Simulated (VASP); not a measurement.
# KCl (Sylvite) (Fm-3m) in VASP: single point with HSE06

Aim: the single point of KCl (Sylvite) with HSE06.

Program: VASP 6.6.1. These are calculated values, not measurements. Logs are shortened: lines on timing, memory, paths and dates and some standing lists are left out, and cuts for length are marked.

**1. The cell of the first run**

Symmetry: Fm-3m, No. 225, cubic system. The conventional cell has a = 6.290 Å, b = 6.290 Å, c = 6.290 Å, α = 90.00°, β = 90.00°, γ = 90.00°. Within 4.1 Å of K (site symmetry m-3m) lie 6 Cl at 3.14 Å. Within 4.1 Å of Cl (site symmetry m-3m) lie 6 K at 3.14 Å.

**2. Single point, HSE06**

POSCAR

```
KCl
1.0
    0.0000000000      3.1448471320      3.1448471320
    3.1448471320      0.0000000000      3.1448471320
    3.1448471320      3.1448471320      0.0000000000
K Cl
1 1
Direct
    0.0000000000      0.0000000000      0.0000000000
    0.5000000000      0.5000000000      0.5000000000
```

INCAR.step1

```
PREC = Accurate
ENCUT = 400
EDIFF = 1E-5
ISMEAR = 0
SIGMA = 0.01
LREAL = False
LASPH = True
NELM = 120
ALGO = Normal
ISIF = 2
LWAVE = True
LCHARG = False
GGA = PE
NBANDS = 15
GGA_COMPAT = False
```

INCAR.step2

```
PREC = Accurate
ENCUT = 400
EDIFF = 1E-6
ISMEAR = 0
SIGMA = 0.01
LREAL = False
LASPH = True
NELM = 120
ALGO = Normal
ISIF = 2
LWAVE = False
LCHARG = False
GGA = PE
LHFCALC = True
HFSCREEN = 0.2079
PRECFOCK = Normal
ISTART = 1
NBANDS = 15
GGA_COMPAT = False
```

KPOINTS

```
Automatic mesh
0
Gamma
  4 4 4
```

Potentials or basis: VASP PAW PBE potentials, release 64 (K_sv, Cl).

The run is started by

```console
$ cat potpaw_PBE.64/K_sv/POTCAR potpaw_PBE.64/Cl/POTCAR > POTCAR
$ cp INCAR.step1 INCAR
$ mpirun -np 1 vasp_std > vasp.out
$ cp INCAR.step2 INCAR
$ mpirun -np 1 vasp_std > vasp.out
```

OUTCAR:

```text
PREC = Accurate
   ENCUT = 400
   EDIFF = 1E-6
   ISMEAR = 0
   LREAL = False
   LASPH = True
   NELM = 120
   ISIF = 2
   GGA = PE
   LHFCALC = True
   HFSCREEN = 0.2079
   PRECFOCK = Normal
   ISTART = 1

 ion  position               nearest neighbor table
   1  0.000  0.000  0.000-   2 3.14   2 3.14   2 3.14   2 3.14   2 3.14   2 3.14
   2  0.500  0.500  0.500-   1 3.14   1 3.14   1 3.14   1 3.14   1 3.14   1 3.14

  LATTYP: Found a face centered cubic cell.
 ALAT       =     6.2896942640

  Lattice vectors:

 A1 = (   0.0000000000,   3.1448471320,   3.1448471320)
 A2 = (   3.1448471320,   0.0000000000,   3.1448471320)
 A3 = (   3.1448471320,   3.1448471320,   0.0000000000)

Analysis of symmetry for initial positions (statically):
=====================================================================
 Subroutine PRICEL returns:
 Original cell was already a primitive cell.

 Routine SETGRP: Setting up the symmetry group for a
 face centered cubic supercell.

 Subroutine GETGRP returns: Found 48 space group operations
 (whereof 48 operations were pure point group operations)
 out of a pool of 48 trial point group operations.

The static configuration has the point symmetry O_h .

Analysis of symmetry for dynamics (positions and initial velocities):
=====================================================================
 Subroutine PRICEL returns:
 Original cell was already a primitive cell.

 Routine SETGRP: Setting up the symmetry group for a
 face centered cubic supercell.

 Subroutine GETGRP returns: Found 48 space group operations
 (whereof 48 operations were pure point group operations)
 out of a pool of 48 trial point group operations.

The dynamic configuration has the point symmetry O_h .

 Subroutine INISYM returns: Found 48 space group operations
 (whereof 48 operations are pure point group operations),
 and found     1 'primitive' translations

----------------------------------------------------------------------------------------

                                     Primitive cell

  volume of cell :      62.2055

  direct lattice vectors                    reciprocal lattice vectors
     0.000000000  3.144847132  3.144847132    -0.158990240  0.158990240  0.158990240
     3.144847132  0.000000000  3.144847132     0.158990240 -0.158990240  0.158990240
     3.144847132  3.144847132  0.000000000     0.158990240  0.158990240 -0.158990240

  length of vectors
     4.447485466  4.447485466  4.447485466     0.275379173  0.275379173  0.275379173

  position of ions in fractional coordinates (direct lattice)
     0.000000000  0.000000000  0.000000000
     0.500000000  0.500000000  0.500000000

  ion indices of the primitive-cell ions
   primitive index   ion index
                 1           1
                 2           2

----------------------------------------------------------------------------------------

 KPOINTS: Automatic mesh

Automatic generation of k-mesh.
 Grid dimensions read from file:
 generate k-points for:    4    4    4

 Generating k-lattice:

  Cartesian coordinates                     Fractional coordinates (reciprocal lattice)
    -0.039747560  0.039747560  0.039747560     0.250000000  0.000000000  0.000000000
     0.039747560 -0.039747560  0.039747560     0.000000000  0.250000000  0.000000000
     0.039747560  0.039747560 -0.039747560     0.000000000  0.000000000  0.250000000

  Length of vectors
     0.068844793  0.068844793  0.068844793

  Shift w.r.t. Gamma in fractional coordinates (k-lattice)
     0.000000000  0.000000000  0.000000000

 Subroutine IBZKPT returns following result:
 ===========================================

 Found      8 irreducible k-points:

 Following reciprocal coordinates:
            Coordinates               Weight
  0.000000  0.000000  0.000000      1.000000
  0.250000  0.000000  0.000000      8.000000
  0.500000  0.000000  0.000000      4.000000
  0.250000  0.250000  0.000000      6.000000
  0.500000  0.250000  0.000000     24.000000
 -0.250000  0.250000  0.000000     12.000000
  0.500000  0.500000  0.000000      3.000000
 -0.250000  0.500000  0.250000      6.000000
   k-points           NKPTS =      8   k-points in BZ     NKDIM =     64   number of bands    NBANDS=     15
   number of dos      NEDOS =    301   number of ions     NIONS =      2
   total plane-waves  NPLWV =  27000
   dimension x,y,z NGX =    30 NGY =   30 NGZ =   30
   dimension x,y,z NGXF=    60 NGYF=   60 NGZF=   60
   ions per type =               1   1
   NGX,Y,Z   is equivalent  to a cutoff of  11.21, 11.21, 11.21 a.u.
   NGXF,Y,Z  is equivalent  to a cutoff of  22.43, 22.43, 22.43 a.u.
 SYSTEM =  unknown system
   PREC   = accura    normal or accurate (medium, high low for compatibility)
   ISTART =      1    job   : 0-new  1-cont  2-samecut
   ICHARG =      0    charge: 1-file 2-atom 10-const
   ISPIN  =      1    spin polarized calculation?
   LNONCOLLINEAR =      F non collinear calculations
   LSORBIT =      F    spin-orbit coupling
   LASPH  =      T    aspherical Exc in radial PAW
   ENCUT  =  400.0 eV  29.40 Ry    5.42 a.u.   7.25  7.25  7.25*2*pi/ulx,y,z
   NELM   =    120;   NELMIN=  2; NELMDL=  0     # of ELM steps
   EDIFF  = 0.1E-05   stopping-criterion for ELM
   LREAL  =      F    real-space projection
   EDIFFG = 0.1E-04   stopping-criterion for IOM
   NSW    =      0    number of steps for IOM
   IBRION =     -1    ionic relax: 0-MD 1-quasi-New 2-CG
   NFREE  =      0    steps in history (QN), initial steepest desc. (CG)
   ISIF   =      2    stress and relaxation
   ISYM   =      3    0-nonsym 1-usesym 2-fastsym
   POTIM  = 0.5000    time-step for ionic-motion
   TEBEG  =    0.0;   TEEND  =   0.0 temperature during run
   PSTRESS=    0.0 pullay stress
   NELECT =      16.0000    total number of electrons
   NUPDOWN=      -1.0000    fix difference up-down
   EMIN   =  10.00;   EMAX   =-10.00  energy-range for DOS
   EFERMI =   0.00;   METHOD = LEGACY
   ISMEAR =     0;   SIGMA  =   0.01  broadening in eV -4-tet -1-fermi 0-gaus
   EFERMI_NEDOS =   21; number of points for ismear=-14 and -15
   IALGO  =     38    algorithm
   IMIX   =      1    mixing-type and parameters
     AMIX     =   0.40;   BMIX     =  1.00
     AMIX_MAG =   1.60;   BMIX_MAG =  1.00
  volume/ion in A,a.u.               =      31.10       209.89
  Fermi-wavevector in a.u.,A,eV,Ry     =   1.041131  1.967452 14.748080  1.083953
  Thomas-Fermi vector in A             =   2.175738
   LORBIT       =      0    0 simple, 1 ext, 2 COOP (PROOUT), +10 PAW based schemes
   GGA     = PE    functional components
   LHFCALC =     T    Hartree Fock is set to
   PRECFOCK=normal    Normal, Fast or Accurate (Low or Medium for compatibility)
   ENCUT4O =  -1.0   cutoff for four orbital integrals eV
   NKREDX  =     1    reduce k-point grid by
   NKREDY  =     1    reduce k-point grid by
   NKREDZ  =     1    reduce k-point grid by
   AEXX    =    0.2500 exact exchange contribution
   HFSCREEN=    0.2079 screening length (either q_TF or 0.3 A-1)
   HFSCREENC=   0.2079 screening length for correlation (either q_TF or 0.3 A-1)
   ENCUTFOCK=  -1.0 apply spherical cutoff to Coloumb kernel
   IVDW    =     0    specifies the selected vdW correction
   LEPSILON=     F    determine dielectric tensor
   LRPA    =     F    only Hartree local field effects (RPA)
 non-spin polarized calculation
 Gauss-broadening in eV      SIGMA  =   0.01
  energy-cutoff  :      400.00
  volume of cell :       62.21
 maximum number of plane-waves:      1158
 NGX is ok and might be reduce to    30
  NGX = 24; NGY = 24; NGZ = 24

 number of electron      16.0000004 magnetization

 Free energy of the ion-electron system (eV)
  ---------------------------------------------------
  ext. energy  EPLUGINS =         0.00000000
  ---------------------------------------------------
  free energy    TOTEN  =        -7.86474320 eV

  energy without entropy =       -7.86474320  energy(sigma->0) =       -7.86474320

 E-fermi :  -2.7762     XC(G=0):  -6.3143

 val. band max:       -2.8242780741   @ k =   0.0000   0.0000   0.0000
 cond. band min:       3.6764272144   @ k =   0.0000   0.0000   0.0000
 fundamental gap:      6.5007052885
 Fermi energy:        -2.7762392841

 k-point     1 :       0.0000    0.0000    0.0000
  band No.  band energies     occupation
      1     -32.0821      2.00000
      2     -16.0904      2.00000
      3     -14.1899      2.00000
      4     -14.1899      2.00000
      5     -14.1899      2.00000
      6      -2.8243      2.00000
      7      -2.8243      2.00000
      8      -2.8243      2.00000
      9       3.6764      0.00000
     10       7.0908      0.00000
     11       7.0908      0.00000
     12       7.0908      0.00000
     13       8.0995      0.00000
     14       8.0995      0.00000
     15      11.4294      0.00000

 k-point     2 :       0.2500    0.0000    0.0000
  band No.  band energies     occupation
      1     -32.0766      2.00000
      2     -16.1720      2.00000
      3     -14.1934      2.00000
      4     -14.1934      2.00000
      5     -14.0734      2.00000
      6      -3.4276      2.00000
      7      -2.9977      2.00000
      8      -2.9977      2.00000
      9       4.9595      0.00000
     10       6.8016      0.00000
     11       7.8934      0.00000
     12       7.8934      0.00000
     13       8.9388      0.00000
     14       8.9388      0.00000
     15      12.6028      0.00000
[... 77 lines left out ...]
      3     -14.3372      2.00000
      4     -14.2479      2.00000
      5     -14.2479      2.00000
      6      -3.5253      2.00000
      7      -3.0655      2.00000
      8      -3.0655      2.00000
      9       5.0688      0.00000
     10       7.0018      0.00000
     11       8.6771      0.00000
     12       9.2013      0.00000
     13       9.6004      0.00000
     14      10.8157      0.00000
     15      10.8157      0.00000

 k-point     8 :      -0.2500    0.5000    0.2500
  band No.  band energies     occupation
      1     -32.0677      2.00000
      2     -16.0645      2.00000
      3     -14.2922      2.00000
      4     -14.2922      2.00000
      5     -14.1071      2.00000
      6      -3.3336      2.00000
      7      -3.3261      2.00000
      8      -3.3261      2.00000
      9       6.6394      0.00000
     10       6.6394      0.00000
     11       8.1661      0.00000
     12       8.7517      0.00000
     13      10.8480      0.00000
     14      10.8512      0.00000
     15      10.8809      0.00000

------------------------ aborting loop because EDIFF is reached ----------------------------------------

  FORCE on cell =-STRESS in cart. coord.  units (eV):
  Direction    XX          YY          ZZ          XY          YZ          ZX
  --------------------------------------------------------------------------------------
  -------------------------------------------------------------------------------------
  Total        0.2071697      0.2071697      0.2071697      0.0000000     -0.0000000      0.0000000
  in kB        5.3359069      5.3359069      5.3359069      0.0000000     -0.0000000      0.0000000
  external PRESSURE =       5.3359069 kB  Pullay stress =       0.0000000 kB

 VOLUME and BASIS-vectors are now :
 -----------------------------------------------------------------------------
  energy-cutoff  :      400.00
  volume of cell :       62.21
      direct lattice vectors                 reciprocal lattice vectors
     0.000000000  3.144847132  3.144847132    -0.158990240  0.158990240  0.158990240
     3.144847132  0.000000000  3.144847132     0.158990240 -0.158990240  0.158990240
     3.144847132  3.144847132  0.000000000     0.158990240  0.158990240 -0.158990240

 POSITION                                       TOTAL-FORCE (eV/Angst)
 -----------------------------------------------------------------------------------
      0.00000      0.00000      0.00000         0.000000      0.000000      0.000000
      3.14485      3.14485      3.14485        -0.000000     -0.000000     -0.000000
 -----------------------------------------------------------------------------------
    total drift:                               -0.000000     -0.000000     -0.000000

  FREE ENERGIE OF THE ION-ELECTRON SYSTEM (eV)
  ---------------------------------------------------
  free  energy   TOTEN  =        -7.8647431992 eV

  energy  without entropy=       -7.8647431992  energy(sigma->0) =       -7.86474320
```

Wall time 3.2 min (1 thread of Intel Xeon Platinum 8259CL at 2.50GHz (Skylake/Cascade Lake), shared host); peak memory 0.27 GiB.

What came out:

| Quantity | Value |
| --- | --- |
| Free energy | -7.8647 eV |
| Pressure | 0.5 GPa |
| Band gap on the k mesh | 6.50 eV, direct |

Levels at points of the mesh, in eV from the valence-band top:
| k point | band 5 | band 6 | band 7 | band 8 | band 9 | band 10 | band 11 | band 12 |
| --- | --- | --- | --- | --- | --- | --- | --- | --- |
| (0.00, 0.00, 0.00) | -11.37 | 0.00 | 0.00 | 0.00 | 6.50 | 9.92 | 9.92 | 9.92 |
| (0.50, 0.00, 0.00) | -11.14 | -1.10 | -0.34 | -0.34 | 8.90 | 10.11 | 12.32 | 12.32 |
| (0.50, 0.50, 0.00) | -11.42 | -0.70 | -0.24 | -0.24 | 7.89 | 9.83 | 11.50 | 12.03 |

Caveat: the k points lie up to 0.43 Å⁻¹ apart; the PAW data sets were made with another functional, which shifts forces and pressure a little.
